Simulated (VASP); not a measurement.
Runs of VASP 6.6.1 on BeGeSb2. The structure is that of space group P-4m2 (No. 115), or close to it. The cells are those of the table. 

```csv
level,cell,gap on the mesh (eV),pressure (GPa),largest force (eV/Å)
r2SCAN,"a = 4.089, b = 4.089, c = 5.716 Å, 4 atoms",none,4.4,0.13
r2SCAN,"a = 4.175, b = 4.175, c = 5.835 Å, 4 atoms",none,0.2,0.01
PBE,"a = 4.122, b = 4.122, c = 5.746 Å, 4 atoms",none,4.0,0.11
r2SCAN,"a = 4.256, b = 4.256, c = 5.949 Å, 4 atoms",none,-2.9,0.08
PBE,"a = 4.175, b = 4.175, c = 5.835 Å, 4 atoms",none,(a),0.23
PBE,"a = 4.249, b = 4.249, c = 5.924 Å, 4 atoms",none,-1.3,0.03
PBE,"a = 4.165, b = 4.165, c = 5.807 Å, 4 atoms",none,(b),0.05
```

Alike in all rows: task single point; potentials or basis VASP PAW PBE potentials, release 64 (Be, Sb, Ge_d); no spin polarisation; k mesh 6 × 6 × 4; cutoff (eV) 520; smearing fermi-dirac 0.02 eV.

**Question.** Fill in the values left out.

**Answer.** (a) 1.4; (b) 1.9.

Caveats: spin-orbit coupling is left out, which moves the levels of the heavy elements; the PAW data sets were made with another functional, which shifts forces and pressure a little (some runs).

A k mesh can miss the band edges, and the runs leave out spin-orbit coupling on Ge, Sb.

A gap of «none» marks levels without a gap at the run's occupations.
